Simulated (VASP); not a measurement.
**ZrGeF: single point with PBE**

ZrGeF:

```
Zr F Ge
1.0
     3.39998    0.00000    0.00000
     0.00000    3.39998    0.00000
     0.00000    0.00000    7.63443
Zr F Ge
2 2 2
Cartesian
  0.0000 1.7000 1.8628
  1.7000 0.0000 5.7716
  0.0000 1.7000 4.7562
  1.7000 0.0000 2.8782
  0.0000 0.0000 0.0000
  1.7000 1.7000 0.0000
```

```
Program                : VASP 6.6.1
Task                   : single point
Functional             : PBE
Potentials or basis    : VASP PAW PBE potentials, release 64 (Zr_sv, F, Ge_d)
Cutoff                 : 520 eV
k mesh                 : 5 × 5 × 3
Occupations            : fermi-dirac, width 0.1 eV
Spin                   : no spin polarisation
Dipole correction      : no
Further INCAR settings : ALGO = Normal; EDIFF = 1e-07; NBANDS = 42
```

```
Pressure               : 29.0 GPa
Largest force          : 6.095 eV/Å
Band gap on the k mesh : zero (bands 33 and 34 overlap by 0.88 eV)
```

Forces on the atoms (eV/Å):
```
Zr   0.000  0.000  6.095
Zr   0.000  0.000 -6.095
F    0.000  0.000 -0.342
F    0.000  0.000  0.342
Ge   0.000  0.000  0.000
Ge   0.000  0.000  0.000
```

Stress tensor (GPa, compression positive):
```
25.13  0.00  0.00
 0.00 25.13  0.00
 0.00  0.00 36.70
```

Levels at points of the mesh, in eV from the Fermi level:
```tsv
k point	band 31	band 32	band 33	band 34	band 35	band 36
(0.00, 0.00, 0.00)	-3.86	-2.95	-0.91	-0.47	1.04	1.04
```

Wall time 120 s on 1 thread of Intel Xeon 8259CL, on a shared host, peak memory 0.22 GiB.

Caveat: the k points lie up to 0.37 Å⁻¹ apart, too coarse for converged energies and pressures of a metal; forces of over 1 eV/Å act on the atoms, so gaps and moduli don't describe the material at rest.
